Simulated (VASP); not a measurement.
# KF (P4/mmm) in VASP: further runs

KF is run at these levels: r2SCAN; tasks: single point.

All numbers are computed with VASP 6.6.1; they aren't measurements. Logs are shortened: lines on timing, memory, paths and dates and some standing lists are left out, and cuts for length are marked.

## Step 1: The cell of the first run

Symmetry: P4/mmm, No. 123, tetragonal system. The conventional cell has a = 3.179 Å, b = 3.179 Å, c = 3.114 Å, α = 90.00°, β = 90.00°, γ = 90.00°. Within 3.6 Å of K (site symmetry 4/mmm) lie 8 F at 2.73 Å and 6 K at 3.11 to 3.18 Å. F (site symmetry 4/mmm) has 8 K at 2.73 Å and 6 F at 3.11 to 3.18 Å within 3.6 Å.

## Step 2: Single point, r2SCAN (uniaxial z strain -2.0%)

The input, POSCAR:

```
KF
1.0
    3.1788706815      0.0000000000      0.0000000000
    0.0000000000      3.1788706815      0.0000000000
    0.0000000000      0.0000000000      3.1143396067
K F
1 1
Direct
    0.0000000000      0.0000000000      0.0000000000
    0.5000000000      0.5000000000      0.5000000000
```

The input, INCAR.step1:

```
  PREC = Accurate
  ENCUT = 520
  ISMEAR = 0
  SIGMA = 0.01
  LREAL = False
  LASPH = True
  NELM = 80
  NBANDS = 15
  GGA = PE
  ALGO = Normal
  EDIFF = 1E-4
  LWAVE = True
  LCHARG = False
```

The input, INCAR.step2:

```
  PREC = Accurate
  ENCUT = 520
  EDIFF = 1E-6
  ISMEAR = 0
  SIGMA = 0.01
  LREAL = False
  LASPH = True
  NELM = 80
  ALGO = Normal
  ISIF = 2
  LWAVE = False
  LCHARG = False
  METAGGA = R2SCAN
  LMIXTAU = True
  NBANDS = 15
  ISTART = 1
```

The input, KPOINTS:

```
Automatic mesh
0
Gamma
  8 8 8
```

Potentials or basis: VASP PAW PBE potentials, release 64 (K_sv, F).

The run is started by

```bash
$ cat potpaw_PBE.64/K_sv/POTCAR potpaw_PBE.64/F/POTCAR > POTCAR
$ cp INCAR.step1 INCAR
$ mpirun -np 1 vasp_std > vasp.out
$ cp INCAR.step2 INCAR
$ mpirun -np 1 vasp_std > vasp.out
```

OUTCAR:

```text
PREC = Accurate
   ENCUT = 520
   EDIFF = 1E-6
   ISMEAR = 0
   LREAL = False
   LASPH = True
   NELM = 80
   ISIF = 2
   METAGGA = R2SCAN
   ISTART = 1

 ion  position               nearest neighbor table
   1  0.000  0.000  0.000-   2 2.73   2 2.73   2 2.73   2 2.73   2 2.73   2 2.73   2 2.73   2 2.73

   2  0.500  0.500  0.500-   1 2.73   1 2.73   1 2.73   1 2.73   1 2.73   1 2.73   1 2.73   1 2.73

  LATTYP: Found a simple tetragonal cell.
 ALAT       =     3.1788706815
 C/A-ratio  =     0.9797000000

  Lattice vectors:

 A1 = (   3.1788706815,   0.0000000000,   0.0000000000)
 A2 = (   0.0000000000,   3.1788706815,   0.0000000000)
 A3 = (   0.0000000000,   0.0000000000,   3.1143396067)

Analysis of symmetry for initial positions (statically):
=====================================================================
 Subroutine PRICEL returns:
 Original cell was already a primitive cell.

 Routine SETGRP: Setting up the symmetry group for a
 simple tetragonal supercell.

 Subroutine GETGRP returns: Found 16 space group operations
 (whereof 16 operations were pure point group operations)
 out of a pool of 16 trial point group operations.

The static configuration has the point symmetry D_4h.

Analysis of symmetry for dynamics (positions and initial velocities):
=====================================================================
 Subroutine PRICEL returns:
 Original cell was already a primitive cell.

 Routine SETGRP: Setting up the symmetry group for a
 simple tetragonal supercell.

 Subroutine GETGRP returns: Found 16 space group operations
 (whereof 16 operations were pure point group operations)
 out of a pool of 16 trial point group operations.

The dynamic configuration has the point symmetry D_4h.

 Subroutine INISYM returns: Found 16 space group operations
 (whereof 16 operations are pure point group operations),
 and found     1 'primitive' translations

----------------------------------------------------------------------------------------

                                     Primitive cell

  volume of cell :      31.4711

  direct lattice vectors                    reciprocal lattice vectors
     3.178870681  0.000000000  0.000000000     0.314577125  0.000000000  0.000000000
     0.000000000  3.178870681  0.000000000     0.000000000  0.314577125  0.000000000
     0.000000000  0.000000000  3.114339607     0.000000000  0.000000000  0.321095361

  length of vectors
     3.178870681  3.178870681  3.114339607     0.314577125  0.314577125  0.321095361

  position of ions in fractional coordinates (direct lattice)
     0.000000000  0.000000000  0.000000000
     0.500000000  0.500000000  0.500000000

  ion indices of the primitive-cell ions
   primitive index   ion index
                 1           1
                 2           2

----------------------------------------------------------------------------------------

 KPOINTS: Automatic mesh

Automatic generation of k-mesh.
 Grid dimensions read from file:
 generate k-points for:    8    8    8

 Generating k-lattice:

  Cartesian coordinates                     Fractional coordinates (reciprocal lattice)
     0.039322141  0.000000000  0.000000000     0.125000000  0.000000000  0.000000000
     0.000000000  0.039322141  0.000000000     0.000000000  0.125000000  0.000000000
     0.000000000  0.000000000  0.040136920     0.000000000  0.000000000  0.125000000

  Length of vectors
     0.039322141  0.039322141  0.040136920

  Shift w.r.t. Gamma in fractional coordinates (k-lattice)
     0.000000000  0.000000000  0.000000000

 Subroutine IBZKPT returns following result:
 ===========================================

 Found     75 irreducible k-points:

 Following reciprocal coordinates:
            Coordinates               Weight
  0.000000  0.000000  0.000000      1.000000
  0.125000  0.000000  0.000000      4.000000
  0.250000  0.000000  0.000000      4.000000
  0.375000  0.000000  0.000000      4.000000
  0.500000  0.000000  0.000000      2.000000
  0.125000  0.125000  0.000000      4.000000
[... 16 lines left out ...]
  0.375000  0.125000  0.125000     16.000000
  0.500000  0.125000  0.125000      8.000000
 [... further k-points ...]
   k-points           NKPTS =     75   k-points in BZ     NKDIM =     75   number of bands    NBANDS=     15
   number of dos      NEDOS =    301   number of ions     NIONS =      2
   total plane-waves  NPLWV =  13824
   dimension x,y,z NGX =    24 NGY =   24 NGZ =   24
   dimension x,y,z NGXF=    48 NGYF=   48 NGZF=   48
   ions per type =               1   1
   NGX,Y,Z   is equivalent  to a cutoff of  12.55, 12.55, 12.81 a.u.
   NGXF,Y,Z  is equivalent  to a cutoff of  25.10, 25.10, 25.62 a.u.
 SYSTEM =  unknown system
   PREC   = accura    normal or accurate (medium, high low for compatibility)
   ISTART =      1    job   : 0-new  1-cont  2-samecut
   ICHARG =      0    charge: 1-file 2-atom 10-const
   ISPIN  =      1    spin polarized calculation?
   LNONCOLLINEAR =      F non collinear calculations
   LSORBIT =      F    spin-orbit coupling
   LASPH  =      T    aspherical Exc in radial PAW
   ENCUT  =  520.0 eV  38.22 Ry    6.18 a.u.   5.91  5.91  5.79*2*pi/ulx,y,z
   NELM   =     80;   NELMIN=  2; NELMDL=  0     # of ELM steps
   EDIFF  = 0.1E-05   stopping-criterion for ELM
   LREAL  =      F    real-space projection
   EDIFFG = 0.1E-04   stopping-criterion for IOM
   NSW    =      0    number of steps for IOM
   IBRION =     -1    ionic relax: 0-MD 1-quasi-New 2-CG
   NFREE  =      0    steps in history (QN), initial steepest desc. (CG)
   ISIF   =      2    stress and relaxation
   ISYM   =      2    0-nonsym 1-usesym 2-fastsym
   POTIM  = 0.5000    time-step for ionic-motion
   TEBEG  =    0.0;   TEEND  =   0.0 temperature during run
   PSTRESS=    0.0 pullay stress
   NELECT =      16.0000    total number of electrons
   NUPDOWN=      -1.0000    fix difference up-down
   EMIN   =  10.00;   EMAX   =-10.00  energy-range for DOS
   EFERMI =   0.00;   METHOD = LEGACY
   ISMEAR =     0;   SIGMA  =   0.01  broadening in eV -4-tet -1-fermi 0-gaus
   EFERMI_NEDOS =   21; number of points for ismear=-14 and -15
   IALGO  =     38    algorithm
   IMIX   =      4    mixing-type and parameters
     AMIX     =   0.40;   BMIX     =  1.00
     AMIX_MAG =   1.60;   BMIX_MAG =  1.00
  volume/ion in A,a.u.               =      15.74       106.19
  Fermi-wavevector in a.u.,A,eV,Ry     =   1.306605  2.469125 23.228087  1.707216
  Thomas-Fermi vector in A             =   2.437396
   LORBIT       =      0    0 simple, 1 ext, 2 COOP (PROOUT), +10 PAW based schemes
   METAGGA = R2SCAN    functional components
   LHFCALC =     F    Hartree Fock is set to
   AEXX    =    0.0000 exact exchange contribution
   IVDW    =     0    specifies the selected vdW correction
   LEPSILON=     F    determine dielectric tensor
   LRPA    =     F    only Hartree local field effects (RPA)
 non-spin polarized calculation
 Gauss-broadening in eV      SIGMA  =   0.01
  energy-cutoff  :      520.00
  volume of cell :       31.47
 maximum number of plane-waves:       872
 NGX is ok and might be reduce to    24
   NGX = 11   NGY = 11   NGZ = 11

 number of electron      15.9999989 magnetization

 Free energy of the ion-electron system (eV)
  ---------------------------------------------------
  ext. energy  EPLUGINS =         0.00000000
  ---------------------------------------------------
  free energy    TOTEN  =       -14.85409885 eV

  energy without entropy =      -14.85409885  energy(sigma->0) =      -14.85409885

 E-fermi :  -2.1670     XC(G=0): -10.0144

 val. band max:       -2.2216934158   @ k =   0.5000   0.5000   0.0000
 cond. band min:       5.6232914482   @ k =   0.0000   0.0000   0.0000
 fundamental gap:      7.8449848640
 Fermi energy:        -2.1669751711

 k-point     1 :       0.0000    0.0000    0.0000
  band No.  band energies     occupation
      1     -30.0973      2.00000
      2     -22.3823      2.00000
      3     -12.2548      2.00000
      4     -12.2548      2.00000
      5     -12.1872      2.00000
      6      -2.3240      2.00000
      7      -2.3240      2.00000
      8      -2.2485      2.00000
      9       5.6233      0.00000
     10       6.8119      0.00000
     11       6.8745      0.00000
     12      12.9813      0.00000
     13      13.1355      0.00000
     14      13.1355      0.00000
     15      21.4188      0.00000

 k-point     2 :       0.1250    0.0000    0.0000
  band No.  band energies     occupation
      1     -30.0727      2.00000
      2     -22.3917      2.00000
      3     -12.3763      2.00000
      4     -12.2340      2.00000
      5     -12.1676      2.00000
      6      -2.5391      2.00000
      7      -2.3485      2.00000
      8      -2.2689      2.00000
      9       6.0599      0.00000
     10       6.9849      0.00000
     11       7.2502      0.00000
     12      12.7209      0.00000
     13      12.8706      0.00000
     14      13.1860      0.00000
     15      19.9949      0.00000

 k-point     3 :       0.2500    0.0000    0.0000
  band No.  band energies     occupation
      1     -30.0125      2.00000
      2     -22.4159      2.00000
      3     -12.6551      2.00000
      4     -12.1831      2.00000
      5     -12.1199      2.00000
      6      -3.0086      2.00000
      7      -2.4093      2.00000
      8      -2.3196      2.00000
      9       7.0801      0.00000
     10       7.3296      0.00000
     11       8.3973      0.00000
     12      12.1817      0.00000
     13      12.3199      0.00000
     14      13.3115      0.00000
     15      18.2094      0.00000
[... 343 lines left out ...]
 k-point    23 :       0.3750    0.1250    0.1250
  band No.  band energies     occupation
      1     -29.9069      2.00000
      2     -22.4083      2.00000
      3     -12.9420      2.00000
      4     -12.2815      2.00000
      5     -12.2370      2.00000
      6      -3.2642      2.00000
      7      -2.5819      2.00000
      8      -2.4240      2.00000
      9       8.2875      0.00000
     10       8.4826      0.00000
     11       9.5472      0.00000
     12      11.1462      0.00000
     13      12.0855      0.00000
     14      12.4920      0.00000
     15      17.3106      0.00000

 k-point    24 :       0.5000    0.1250    0.1250
  band No.  band energies     occupation
      1     -29.8826      2.00000
      2     -22.4119      2.00000
      3     -13.0533      2.00000
      4     -12.2779      2.00000
      5     -12.2154      2.00000
      6      -3.3869      2.00000
      7      -2.6115      2.00000
      8      -2.4139      2.00000
      9       8.4492      0.00000
     10       9.0043      0.00000
     11       9.4229      0.00000
     12      10.9338      0.00000
     13      12.4541      0.00000
     14      12.9083      0.00000
     15      16.3719      0.00000

 [... further k-points ...]
[... 5 lines left out ...]
  --------------------------------------------------------------------------------------
  -------------------------------------------------------------------------------------
  Total        0.0566446      0.0566446      0.4447820      0.0000000      0.0000000     -0.0000000
  in kB        2.8837483      2.8837483     22.6436348      0.0000000      0.0000000     -0.0000000
  external PRESSURE =       9.4703771 kB  Pullay stress =       0.0000000 kB

 VOLUME and BASIS-vectors are now :
 -----------------------------------------------------------------------------
  energy-cutoff  :      520.00
  volume of cell :       31.47
      direct lattice vectors                 reciprocal lattice vectors
     3.178870681  0.000000000  0.000000000     0.314577125  0.000000000  0.000000000
     0.000000000  3.178870681  0.000000000     0.000000000  0.314577125  0.000000000
     0.000000000  0.000000000  3.114339607     0.000000000  0.000000000  0.321095361

 POSITION                                       TOTAL-FORCE (eV/Angst)
 -----------------------------------------------------------------------------------
      0.00000      0.00000      0.00000         0.000000      0.000000      0.000000
      1.58944      1.58944      1.55717         0.000000      0.000000      0.000000
 -----------------------------------------------------------------------------------
    total drift:                                0.000000      0.000000     -0.000000

  FREE ENERGIE OF THE ION-ELECTRON SYSTEM (eV)
  ---------------------------------------------------
  free  energy   TOTEN  =       -14.8540988520 eV

  energy  without entropy=      -14.8540988520  energy(sigma->0) =      -14.85409885
```

It took 1.7 min on 1 thread of AMD EPYC 7R13 (Zen 3), shared host; peak memory 0.14 GiB.

What came out:

```
Free energy            : -14.8541 eV
Pressure               : 0.9 GPa
Band gap on the k mesh : 7.84 eV, indirect (least direct gap 7.87 eV)
```

Levels at points of the mesh, in eV from the valence-band top:
| k point | band 4 | band 5 | band 6 | band 7 | band 8 | band 9 | band 10 | band 11 | band 12 | band 13 |
| --- | --- | --- | --- | --- | --- | --- | --- | --- | --- | --- |
| (0.00, 0.00, 0.00) | -10.03 | -9.97 | -0.10 | -0.10 | -0.03 | 7.85 | 9.03 | 9.10 | 15.20 | 15.36 |
| (0.50, 0.00, 0.00) | -9.89 | -9.83 | -1.37 | -0.28 | -0.17 | 10.13 | 10.77 | 12.78 | 13.79 | 13.91 |
| (0.50, 0.50, 0.00) | -10.97 | -9.74 | -0.67 | -0.67 | 0.00 | 9.62 | 10.03 | 13.26 | 13.26 | 16.36 |
| (0.00, 0.00, 0.50) | -9.87 | -9.87 | -1.38 | -0.26 | -0.26 | 10.23 | 10.95 | 12.90 | 13.63 | 13.63 |
| (0.50, 0.00, 0.50) | -10.94 | -9.77 | -0.70 | -0.66 | -0.07 | 9.42 | 10.12 | 12.93 | 13.10 | 16.55 |
| (0.50, 0.50, 0.50) | -10.68 | -10.68 | -1.25 | -1.24 | -1.24 | 11.60 | 11.60 | 11.85 | 17.07 | 17.26 |

Caveat: the cell differs from its parent crystal (uniaxial z strain -2.0%); the PAW data sets were made with another functional, which shifts forces and pressure a little.

## Step 3: Single point, r2SCAN (biaxial xy strain +2.9%)

The input, POSCAR:

```
KF
1.0
    3.2704221571      0.0000000000      0.0000000000
    0.0000000000      3.2704221571      0.0000000000
    0.0000000000      0.0000000000      3.1788706815
K F
1 1
Direct
    0.0000000000      0.0000000000      0.0000000000
    0.5000000000      0.5000000000      0.5000000000
```

The input, INCAR.step1:

```
PREC = Accurate
ENCUT = 520
ISMEAR = 0
SIGMA = 0.01
LREAL = False
LASPH = True
NELM = 100
NBANDS = 15
GGA = PE
ALGO = Normal
EDIFF = 1E-4
LWAVE = True
LCHARG = False
```

The input, INCAR.step2:

```
PREC = Accurate
ENCUT = 520
EDIFF = 1E-7
ISMEAR = 0
SIGMA = 0.01
LREAL = False
LASPH = True
NELM = 100
ALGO = Normal
ISIF = 2
LWAVE = False
LCHARG = False
METAGGA = R2SCAN
LMIXTAU = True
NBANDS = 15
ISTART = 1
```

The input, KPOINTS:

```
regular mesh
0
Gamma
  8 8 8
```

Potentials or basis: VASP PAW PBE potentials, release 64 (K_sv, F).

The run is started by

```bash
$ cat potpaw_PBE.64/K_sv/POTCAR potpaw_PBE.64/F/POTCAR > POTCAR
$ cp INCAR.step1 INCAR
$ mpirun -np 1 vasp_std > vasp.out
$ cp INCAR.step2 INCAR
$ mpirun -np 1 vasp_std > vasp.out
```

It took 1.9 min on 1 thread of AMD EPYC 7R13 (Zen 3), shared host; peak memory 0.14 GiB.

The run converged. Its results:

* Free energy: -14.8444 eV
* Pressure: -2.1 GPa
* Band gap on the k mesh: 7.21 eV, indirect (least direct gap 7.26 eV)

Stress tensor (GPa, compression positive):
```
-2.97  0.00  0.00
 0.00 -2.97  0.00
 0.00  0.00 -0.48
```

Levels at points of the mesh, in eV from the valence-band top:
```csv
k point,band 6,band 7,band 8,band 9,band 10,band 11
"(0.00, 0.00, 0.00)",-0.14,-0.14,-0.04,7.21,8.92,9.00
"(0.50, 0.00, 0.00)",-1.27,-0.28,-0.14,9.93,10.20,11.90
"(0.50, 0.50, 0.00)",-0.67,-0.67,0.00,9.42,9.70,12.97
"(0.00, 0.00, 0.50)",-1.28,-0.25,-0.25,10.08,10.43,12.05
"(0.50, 0.00, 0.50)",-0.70,-0.66,-0.09,9.16,9.83,12.54
"(0.50, 0.50, 0.50)",-1.12,-1.10,-1.10,11.17,11.17,11.51
```

Caveat: the cell differs from its parent crystal (biaxial xy strain +2.9%); the PAW data sets were made with another functional, which shifts forces and pressure a little.
